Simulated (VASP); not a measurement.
## BAs (flat sheet): single point with PBEsol

The system is BAs (flat sheet), a wire with vacuum.

```xyz
6
Lattice="15.8000 0.0000 0.0000 0.0000 9.3000 0.0000 0.0000 0.0000 3.3459" Properties=species:S:1:pos:R:3 pbc="T T T"
B     5.4640    4.6500    3.3459
B     8.4127    4.6500    1.6730
B    11.2736    4.6500    0.0000
As    4.3941    4.6500    1.6730
As    7.4415    4.6500    0.0000
As   10.4140    4.6500    1.6730
```

- Program: VASP 6.6.1
- Task: single point
- Functional: PBEsol
- Potentials or basis: VASP PAW PBE potentials, release 64 (B, As)
- Cutoff: 520 eV
- k mesh: 1 × 1 × 16
- Occupations: gaussian, width 0.05 eV
- Spin: no spin polarisation
- Dipole correction: no
- Further INCAR settings: ALGO = Normal; EDIFF = 1e-06; NBANDS = 21

```yaml
Largest_force: 0.108 eV/Å
Band_gap_on_the_k_mesh: 0.07 eV, indirect (least direct gap 0.24 eV)
```

Forces on the atoms (eV/Å):
```
B    0.018  0.000  0.000
B    0.033  0.000  0.000
B    0.108  0.000  0.000
As  -0.088  0.000  0.000
As  -0.031  0.000  0.000
As  -0.039  0.000  0.000
```

Levels at points of the mesh, in eV from the valence-band top:
```
           k point  band 10  band 11  band 12  band 13  band 14  band 15
(0.00, 0.00, 0.00)    -1.33    -0.94    -0.65     0.57     2.60     2.93
(0.00, 0.00, 0.50)    -0.95    -0.68    -0.17     0.67     0.74     1.70
```

It took 2.2 min on 1 thread of Intel(R) Xeon(R) Platinum 8259CL CPU @ 2.50GHz (Skylake/Cascade Lake), with other jobs on the host, peak memory 0.52 GiB.

Caveat: the PAW data sets were made with another functional, which shifts forces and pressure a little.
